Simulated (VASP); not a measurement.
A run of VASP 6.6.1 is set up as follows.

The input INCAR:

```
ALGO = Normal
EDIFF = 1E-7
ENCUT = 520
GGA = PE
ISIF = 2
ISMEAR = -1
ISPIN = 2
LASPH = T
LCHARG = F
LMAXMIX = 4
LORBIT = 11
LREAL = F
LWAVE = F
MAGMOM = 1.7
NBANDS = 15
NELM = 150
NUPDOWN = 1.7
PREC = Accurate
SIGMA = 0.05
```

Contents of KPOINTS:

```
k-points
0
Gamma
  15 15 15
```

Contents of POSCAR:

```
Ni
1.0
    0.0000000000      1.7724000000      1.7724000000
    1.7724000000      0.0000000000      1.7724000000
    1.7724000000      1.7724000000      0.0000000000
Ni
1
Direct
    0.0000000000      0.0000000000      0.0000000000
```

Potentials or basis: VASP PAW PBE potentials, release 64 (Ni).

Run with:

```bash
$ cat potpaw_PBE.64/Ni/POTCAR > POTCAR
$ mpirun -np 1 vasp_std > vasp.out
```

(1) Predict the pressure.

## Answers

(1) 11.4 GPa.

Caveat: the total moment is fixed, so each spin has its own Fermi level.
